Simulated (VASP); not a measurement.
Wanted: the native input for a VASP 6.6.1 run.

- Task: single point
- Functional: PBEsol
- Potentials or basis: VASP PAW PBE potentials, release 64 (Sc_sv, Al)
- Cutoff: 520 eV
- k mesh: 12 × 12 × 12
- Occupations: gaussian, width 0.15 eV
- Spin: no spin polarisation
- Dipole correction: no
- Further INCAR settings: ALGO = Fast; EDIFF = 1e-06; NBANDS = 18

The structure of ScAl3 lies in POSCAR:

```
ScAl3
1.0
    4.2341505607      0.0000000000      0.0000000000
    0.0000000000      4.2341505607      0.0000000000
    0.0000000000      0.0000000000      3.7455947268
Sc Al
1 3
Direct
    0.0000000000      0.0000000000      0.0000000000
    0.5000000000      0.0000000000      0.5000000000
    0.0000000000      0.5000000000      0.5000000000
    0.5000000000      0.5000000000      0.0000000000
```

This cell differs from its parent crystal: strain +0.040 along x and y, -0.080 along z.

These files were run (other wordings do the same):

INCAR

```
SYSTEM = ScAl3
ALGO = Fast
EDIFF = 1E-6
ENCUT = 520
GGA = PS
ISIF = 2
ISMEAR = 0
LASPH = .True.
LCHARG = .False.
LREAL = .False.
LWAVE = .False.
NBANDS = 18
NELM = 100
PREC = Accurate
SIGMA = 0.15
```

KPOINTS

```
k-points
0
Gamma
  12 12 12
  0 0 0
```

Potentials or basis: VASP PAW PBE potentials, release 64 (Sc_sv, Al).

The run is started by

```console
$ cat potpaw_PBE.64/Sc_sv/POTCAR potpaw_PBE.64/Al/POTCAR > POTCAR
$ mpirun -np 1 vasp_std > vasp.out
```

It gave:

```json
{"Pressure": "1.4 GPa", "Band gap on the k mesh": "zero (bands 10 and 11 overlap by 3.47 eV)"}
```

Caveat: the cell differs from its parent crystal (strain +0.040 along x and y, -0.080 along z); the stress differs along the axes, from -3 to 11 GPa; the PAW data sets were made with another functional, which shifts forces and pressure a little.

Wall time 120 s on 1 thread of AMD EPYC 9R45 96-Core Processor (Zen 5), with other jobs on the host, peak memory 0.31 GiB.
